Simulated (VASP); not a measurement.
K3H: relaxation of cell and atoms with PBE

Crystal: K3H.

```
K H
1.0
    -2.35361    2.35361    5.25742
     2.35361   -2.35361    5.25742
     2.35361    2.35361   -5.25742
K H
3 1
Direct
  0.50000 0.50000 0.00000
  0.25000 0.75000 0.50000
  0.75000 0.25000 0.50000
  0.00000 0.00000 0.00000
```

- Program: VASP 6.6.1
- Task: relaxation of cell and atoms
- Functional: PBE
- Potentials or basis: VASP PAW PBE potentials, release 64 (K_sv, H)
- Cutoff: 600 eV
- k mesh: 6 × 6 × 6
- Occupations: gaussian, width 0.1 eV
- Spin: no spin polarisation
- Dipole correction: no
- Further INCAR settings: ALGO = Normal; EDIFF = 1e-06; IBRION = 2; EDIFFG = -0.04; NSW = 90; ISIF = 3

* Relaxed volume: 50.19 Å³/atom
* Relaxed cell: a = 7.750 Å, b = 7.750 Å, c = 7.750 Å, α = 138.69°, β = 138.69°, γ = 59.84°
* Space group after relaxing (to 0.1 Å): I4/mmm (No. 139)
* Energy gained by relaxing: 264.9 meV/atom
* Ionic steps: 9
* Pressure after relaxing: 0.0 GPa
* Band gap on the k mesh: zero (bands 14 and 15 overlap by 0.54 eV)

Stress tensor (GPa, compression positive):
```
-0.05  0.00  0.00
 0.00 -0.05  0.00
 0.00  0.00  0.07
```

The path:
```csv
step,energy change (eV),largest force (eV/Å),pressure (GPa),volume (Å³)
1,0.0000,0.0000,6.13,116.49
2,-0.5669,0.0000,3.28,136.31
3,-0.9886,0.0000,0.71,174.27
4,-1.0313,0.0000,0.18,190.44
5,-1.0350,0.0000,0.01,197.18
6,-1.0348,0.0000,-0.03,199.09
7,-1.0386,0.0000,-0.04,199.32
8,-1.0482,0.0000,-0.03,199.92
9,-1.0597,0.0000,-0.01,200.75
```

Final structure:
```cif
data_structure
_symmetry_space_group_name_H-M 'P 1'
_symmetry_Int_Tables_number 1
_cell_length_a 7.7499
_cell_length_b 7.7499
_cell_length_c 7.7499
_cell_angle_alpha 138.694
_cell_angle_beta 138.694
_cell_angle_gamma 59.842
_cell_volume 200.75
loop_
_atom_site_label
_atom_site_type_symbol
_atom_site_fract_x
_atom_site_fract_y
_atom_site_fract_z
_atom_site_occupancy
K1 K 0.50000 0.50000 0.00000 1
K2 K 0.25000 0.75000 0.50000 1
K3 K 0.75000 0.25000 0.50000 1
H1 H 0.00000 0.00000 0.00000 1
```

Levels at points of the mesh, in eV from the Fermi level:
```csv
k point,band 12,band 13,band 14,band 15,band 16,band 17
"(0.00, 0.00, 0.00)",-15.66,-2.61,-0.53,1.14,1.66,2.22
"(0.50, 0.00, 0.00)",-15.66,-1.74,-0.64,0.23,1.10,2.36
"(0.50, 0.50, 0.00)",-15.66,-1.51,0.46,0.60,0.96,1.08
"(0.50, 0.50, 0.50)",-15.66,-2.06,-1.47,0.57,2.30,2.45
```

Wall time 23 min on 1 thread of Oxide Virtual Turin-like Processor, with other jobs on the host, peak memory 0.37 GiB.

Caveat: the volume moved by over 15 % at a fixed basis, so the end points are rough.
